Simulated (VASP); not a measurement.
# Mg5Pd (P-62m) in VASP: single point with LDA

Aim: the single point of Mg5Pd with LDA.

Everything below comes from runs of VASP 6.6.1. Logs are shortened: lines on timing, memory, paths and dates and some standing lists are left out, and cuts for length are marked.

### 1 The cell of the first run

It takes space group P-62m (No. 189, hexagonal). The conventional cell has a = 5.259 Å, b = 5.259 Å, c = 4.822 Å, α = 90.00°, β = 90.00°, γ = 120.00°. Mg (site symmetry m2m) has 10 Mg at 2.85 to 3.13 Å and 2 Pd at 2.92 Å within 3.8 Å. Mg (site symmetry -6) has 9 Mg at 3.01 to 3.04 Å and 3 Pd at 3.04 Å within 4.0 Å. Within 3.8 Å of Pd (site symmetry -62m) lie 12 Mg at 2.92 to 3.04 Å.

### 2 Single point, LDA

Contents of INCAR:

```
SYSTEM = Mg5Pd
ALGO = Normal
EDIFF = 1E-6
ENCUT = 520
ISIF = 2
ISMEAR = -1
LASPH = .TRUE.
LCHARG = .FALSE.
LREAL = .FALSE.
LWAVE = .FALSE.
NBANDS = 19
NELM = 100
PREC = Accurate
SIGMA = 0.1
```

Contents of KPOINTS:

```
k-points
0
G
  5 5 5
  0 0 0
```

Contents of POSCAR:

```
Mg5Pd
1.0
    5.2589420000      0.0000000000      0.0000000000
   -2.6294710000      4.5543780000      0.0000000000
    0.0000000000      0.0000000000      4.8219000000
Mg Pd
5 1
Direct
    0.3130350000      0.0000000000      0.5000000000
    0.6869650000      0.6869650000      0.5000000000
    0.0000000000      0.3130350000      0.5000000000
    0.3333330000      0.6666670000      0.0000000000
    0.6666670000      0.3333330000      0.0000000000
    0.0000000000      0.0000000000      0.0000000000
```

Potentials or basis: VASP PAW LDA potentials, release 64 (Mg, Pd).

Started as:

```sh
$ cat potpaw_LDA.64/Mg/POTCAR potpaw_LDA.64/Pd/POTCAR > POTCAR
$ mpirun -np 1 vasp_std > vasp.out
```

OUTCAR:

```text
SYSTEM = Mg5Pd
   EDIFF = 1E-6
   ENCUT = 520
   ISIF = 2
   ISMEAR = -1
   LASPH = .TRUE.
   LREAL = .FALSE.
   NELM = 100
   PREC = Accurate

 ion  position               nearest neighbor table
   1  0.313  0.000  0.500-   3 2.85   2 2.85   6 2.92   6 2.92   4 3.01   4 3.01   5 3.01   5 3.01
                             3 3.13   2 3.13   3 3.13   2 3.13
   2  0.687  0.687  0.500-   1 2.85   3 2.85   6 2.92   6 2.92   4 3.01   4 3.01   5 3.01   5 3.01
                             1 3.13   3 3.13   3 3.13   1 3.13
   3  0.000  0.313  0.500-   1 2.85   2 2.85   6 2.92   6 2.92   5 3.01   5 3.01   4 3.01   4 3.01
                             1 3.13   2 3.13   2 3.13   1 3.13
   4  0.333  0.667  0.000-   1 3.01   1 3.01   3 3.01   3 3.01   2 3.01   2 3.01   6 3.04   5 3.04
                             5 3.04   6 3.04   6 3.04   5 3.04
   5  0.667  0.333  0.000-   3 3.01   3 3.01   1 3.01   1 3.01   2 3.01   2 3.01   6 3.04   4 3.04
                             4 3.04   6 3.04   6 3.04   4 3.04
   6  0.000  0.000  0.000-   1 2.92   1 2.92   3 2.92   2 2.92   2 2.92   3 2.92   5 3.04   4 3.04
                             5 3.04   4 3.04   5 3.04   4 3.04

  LATTYP: Found a hexagonal cell.
 ALAT       =     5.2589420000
 C/A-ratio  =     0.9168954516

  Lattice vectors:

 A1 = (   5.2589420000,   0.0000000000,   0.0000000000)
 A2 = (  -2.6294710000,   4.5543780000,   0.0000000000)
 A3 = (   0.0000000000,   0.0000000000,   4.8219000000)

Analysis of symmetry for initial positions (statically):
=====================================================================
 Subroutine PRICEL returns:
 Original cell was already a primitive cell.

 Routine SETGRP: Setting up the symmetry group for a
 hexagonal supercell.

 Subroutine GETGRP returns: Found 12 space group operations
 (whereof 12 operations were pure point group operations)
 out of a pool of 24 trial point group operations.

The static configuration has the point symmetry D_3h.

Analysis of symmetry for dynamics (positions and initial velocities):
=====================================================================
 Subroutine PRICEL returns:
 Original cell was already a primitive cell.

 Routine SETGRP: Setting up the symmetry group for a
 hexagonal supercell.

 Subroutine GETGRP returns: Found 12 space group operations
 (whereof 12 operations were pure point group operations)
 out of a pool of 24 trial point group operations.

The dynamic configuration has the point symmetry D_3h.

 Subroutine INISYM returns: Found 12 space group operations
 (whereof 12 operations are pure point group operations),
 and found     1 'primitive' translations

[... 99 lines left out ...]
   ISYM   =      2    0-nonsym 1-usesym 2-fastsym
   POTIM  = 0.5000    time-step for ionic-motion
   TEBEG  =    0.0;   TEEND  =   0.0 temperature during run
   PSTRESS=    0.0 pullay stress
   NELECT =      20.0000    total number of electrons
   NUPDOWN=      -1.0000    fix difference up-down
   EMIN   =  10.00;   EMAX   =-10.00  energy-range for DOS
   EFERMI =   0.00;   METHOD = LEGACY
   ISMEAR =    -1;   SIGMA  =   0.10  broadening in eV -4-tet -1-fermi 0-gaus
   EFERMI_NEDOS =   21; number of points for ismear=-14 and -15
   IALGO  =     38    algorithm
   IMIX   =      4    mixing-type and parameters
     AMIX     =   0.40;   BMIX     =  1.00
     AMIX_MAG =   1.60;   BMIX_MAG =  1.00
  volume/ion in A,a.u.               =      19.25       129.89
  Fermi-wavevector in a.u.,A,eV,Ry     =   0.912507  1.724388 11.329154  0.832669
  Thomas-Fermi vector in A             =   2.036911
   LORBIT       =      0    0 simple, 1 ext, 2 COOP (PROOUT), +10 PAW based schemes
   GGA     = CA    functional components
   LHFCALC =     F    Hartree Fock is set to
   AEXX    =    0.0000 exact exchange contribution
   IVDW    =     0    specifies the selected vdW correction
   LEPSILON=     F    determine dielectric tensor
   LRPA    =     F    only Hartree local field effects (RPA)
 non-spin polarized calculation
  energy-cutoff  :      520.00
  volume of cell :      115.49
 maximum number of plane-waves:      3137
 NGX is ok and might be reduce to    40
   NGX = 19   NGY = 19   NGZ = 17

 number of electron      19.9999993 magnetization

 Free energy of the ion-electron system (eV)
  ---------------------------------------------------
  ext. energy  EPLUGINS =         0.00000000
  ---------------------------------------------------
  free energy    TOTEN  =       -17.15673889 eV

  energy without entropy =      -17.09395959  energy(sigma->0) =      -17.12534924

 E-fermi :   3.8564     XC(G=0):  -9.6873

 val. band max:        3.8169999121   @ k =   0.2000   0.0000   0.4000
 cond. band min:       3.9363495611   @ k =   0.4000   0.0000   0.0000
 fundamental gap:      0.1193496490
 Fermi energy:         3.8564051240

 k-point     1 :       0.0000    0.0000    0.0000
  band No.  band energies     occupation
      1      -3.4830      2.00000
      2       0.2487      2.00000
      3       0.7034      2.00000
      4       0.7034      2.00000
      5       1.0887      2.00000
      6       1.0887      2.00000
[... 307 lines left out ...]
      6       1.0189      2.00000
[... 11 lines left out ...]
     18      10.8227      0.00000
     19      11.0231      0.00000

------------------------ aborting loop because EDIFF is reached ----------------------------------------

  FORCE on cell =-STRESS in cart. coord.  units (eV):
  Direction    XX          YY          ZZ          XY          YZ          ZX
  --------------------------------------------------------------------------------------
  -------------------------------------------------------------------------------------
  Total       -1.7800471     -1.7800476     -2.4013736      0.0000000      0.0000000      0.0000000
  in kB      -24.6942829    -24.6942897    -33.3138367      0.0000000      0.0000000      0.0000000
  external PRESSURE =     -27.5674697 kB  Pullay stress =       0.0000000 kB

 VOLUME and BASIS-vectors are now :
 -----------------------------------------------------------------------------
  energy-cutoff  :      520.00
  volume of cell :      115.49
      direct lattice vectors                 reciprocal lattice vectors
     5.258942000  0.000000000  0.000000000     0.190152316  0.109784476  0.000000000
    -2.629471000  4.554378000  0.000000000     0.000000000  0.219568951  0.000000000
     0.000000000  0.000000000  4.821900000     0.000000000  0.000000000  0.207387130

 POSITION                                       TOTAL-FORCE (eV/Angst)
 -----------------------------------------------------------------------------------
      1.64623      0.00000      2.41095         0.009980      0.000000     -0.000000
      1.80635      3.12870      2.41095        -0.004990     -0.008643      0.000000
     -0.82312      1.42568      2.41095        -0.004990      0.008643     -0.000000
     -0.00000      3.03625      0.00000        -0.000000      0.000000      0.000000
      2.62947      1.51812      0.00000        -0.000000      0.000000      0.000000
      0.00000      0.00000      0.00000        -0.000000      0.000000      0.000000
 -----------------------------------------------------------------------------------
    total drift:                               -0.000001     -0.000000      0.000000

  FREE ENERGIE OF THE ION-ELECTRON SYSTEM (eV)
  ---------------------------------------------------
  free  energy   TOTEN  =       -17.1567388893 eV

  energy  without entropy=      -17.0939595922  energy(sigma->0) =      -17.12534924
```

OSZICAR:

```text
N       E                     dE             d eps       ncg     rms          rms(c)
DAV:   1     0.491362876817E+02    0.49136E+02   -0.69875E+03   570   0.825E+02
DAV:   2    -0.151140229520E+02   -0.64250E+02   -0.57751E+02   653   0.134E+02
DAV:   3    -0.175257570620E+02   -0.24117E+01   -0.23767E+01   691   0.243E+01
DAV:   4    -0.175433815370E+02   -0.17624E-01   -0.17611E-01   703   0.218E+00
DAV:   5    -0.175436764177E+02   -0.29488E-03   -0.29487E-03   666   0.294E-01    0.371E+00
DAV:   6    -0.172636203195E+02    0.28006E+00   -0.36336E-01   634   0.407E+00    0.148E+00
DAV:   7    -0.171801139542E+02    0.83506E-01   -0.15312E-01   639   0.265E+00    0.106E+00
DAV:   8    -0.171592787482E+02    0.20835E-01   -0.71463E-02   618   0.234E+00    0.300E-01
DAV:   9    -0.171567985993E+02    0.24801E-02   -0.36210E-03   617   0.358E-01    0.629E-02
DAV:  10    -0.171567479617E+02    0.50638E-04   -0.12108E-04   687   0.649E-02    0.230E-02
DAV:  11    -0.171567390115E+02    0.89502E-05   -0.12084E-05   609   0.160E-02    0.291E-03
DAV:  12    -0.171567388893E+02    0.12218E-06   -0.72722E-07   341   0.669E-03
   1 F= -.17156739E+02 E0= -.17125349E+02  d E =-.627793E-01
```

Wall time 26 s (1 thread of Intel Xeon Platinum 8259CL at 2.50GHz (Skylake/Cascade Lake), shared host); peak memory 0.2 GiB.

Results:

```yaml
Free_energy: -17.1567 eV
Pressure: -2.8 GPa
Largest_force: 0.010 eV/Å
Band_gap_on_the_k_mesh: zero (band 10 reaches 4.80 eV, above the bottom of band 11 at 2.72 eV)
```

Forces in eV/Å, atoms in the order of the input:
```
Mg   0.010  0.000  0.000
Mg  -0.005 -0.009  0.000
Mg  -0.005  0.009  0.000
Mg   0.000  0.000  0.000
Mg   0.000  0.000  0.000
Pd   0.000  0.000  0.000
```

Stress tensor (GPa, compression positive):
```
-2.47  0.00  0.00
 0.00 -2.47  0.00
 0.00  0.00 -3.33
```
